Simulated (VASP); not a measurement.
Set up this calculation in VASP 6.6.1, as the native input.

```yaml
Task: single point
Functional: RPBE
Potentials_or_basis: VASP PAW PBE potentials, release 64 (Cs_sv)
Cutoff: 520 eV
k_mesh: 12 × 12 × 12
Occupations: fermi-dirac, width 0.1 eV
Spin: no spin polarisation
Dipole_correction: no
Further_INCAR_settings: ALGO = Normal; EDIFF = 1e-06; NBANDS = 10
```

The structure of Cs lies in POSCAR:

```
Cs
1.0
   -3.1999731131      3.1999731131      3.1999731131
    3.1999731131     -3.1999731131      3.1999731131
    3.1999731131      3.1999731131     -3.1999731131
Cs
1
Direct
    0.0000000000      0.0000000000      0.0000000000
```

The input as run:

INCAR

```
  PREC = Accurate
  ENCUT = 520
  EDIFF = 1E-6
  ISMEAR = -1
  SIGMA = 0.1
  LREAL = F
  LASPH = T
  NELM = 80
  ALGO = Normal
  ISIF = 2
  LWAVE = F
  LCHARG = F
  GGA = RP
  NBANDS = 10
```

KPOINTS

```
Automatic mesh
0
Gamma
  12 12 12
```

Potentials or basis: VASP PAW PBE potentials, release 64 (Cs_sv).

Run with:

```console
$ cat potpaw_PBE.64/Cs_sv/POTCAR > POTCAR
$ mpirun -np 1 vasp_std > vasp.out
```

It gave:

* Pressure: 0.0 GPa
* Band gap on the k mesh: zero (an odd number of electrons rules out a gap without spin polarisation)

Caveat: the PAW data sets were made with another functional, which shifts forces and pressure a little; spin-orbit coupling is left out, which moves the levels of the heavy elements.

Run time: 34 s on 1 thread of Intel(R) Xeon(R) 6975P-C (Granite Rapids), on a shared host, peak memory 0.28 GiB.
